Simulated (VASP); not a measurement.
Input of a VASP 6.6.1 run:

Contents of INCAR:

```
ALGO = Normal
EDIFF = 1E-7
ENCUT = 520
GGA = PE
ISIF = 2
ISMEAR = 0
LASPH = T
LCHARG = F
LREAL = F
LWAVE = F
NBANDS = 14
NELM = 60
PREC = Accurate
SIGMA = 0.05
```

File KPOINTS:

```
k-points
0
Gamma
  18 18 18
```

The input POSCAR:

```
Rh
1.0
    0.0000000000      1.9149160866      1.9149160866
    1.9149160866      0.0000000000      1.9149160866
    1.9149160866      1.9149160866      0.0000000000
Rh
1
Direct
    0.0000000000      0.0000000000      0.0000000000
```

Potentials or basis: VASP PAW PBE potentials, release 64 (Rh_pv).

Run with:

```bash
$ cat potpaw_PBE.64/Rh_pv/POTCAR > POTCAR
$ mpirun -np 1 vasp_std > vasp.out
```

Task: Estimate the pressure.

Result: 0.0 GPa.
